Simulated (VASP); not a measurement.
BN, 4 atoms in the cell. Symmetry: Cmcm, No. 63, orthorhombic system. The conventional cell has a = 2.671 Å, b = 4.310 Å, c = 6.971 Å, α = 90.00°, β = 90.00°, γ = 90.00°. Within 1.9 Å of B (site symmetry m2m) lie 3 N at 1.44 to 1.52 Å. N (site symmetry m2m) has 3 B at 1.44 to 1.52 Å within 1.9 Å.  This cell differs from its parent crystal: normal strain along x +0.0733, normal strain along z +0.0733.

```yaml
Program: VASP 6.6.1
Task: relaxation of the atoms
Functional: LDA
Potentials_or_basis: VASP PAW LDA potentials, release 64 (B, N)
Cutoff: 520 eV
k_mesh: 12 × 12 × 4
Occupations: gaussian, width 0.05 eV
Spin: no spin polarisation
Dipole_correction: no
Further_INCAR_settings: ALGO = Normal; EDIFF = 1e-07; IBRION = 2; EDIFFG = -0.01; NSW = 50
```

Potentials or basis: VASP PAW LDA potentials, release 64 (B, N).

The run is started by

```sh
$ cat potpaw_LDA.64/B/POTCAR potpaw_LDA.64/N/POTCAR > POTCAR
$ mpirun -np 1 vasp_std > vasp.out
```

Hardware: 1 thread of Intel(R) Xeon(R) Platinum 8259CL CPU @ 2.50GHz (Skylake/Cascade Lake), with other jobs on the host.

Task: Estimate the wall time of this run.

Result: Run time: 96 s on 1 thread of Intel(R) Xeon(R) Platinum 8259CL CPU @ 2.50GHz (Skylake/Cascade Lake) (shared host), peak memory 0.17 GiB. Counts: scf iterations 29, k points 129, ion steps 3.
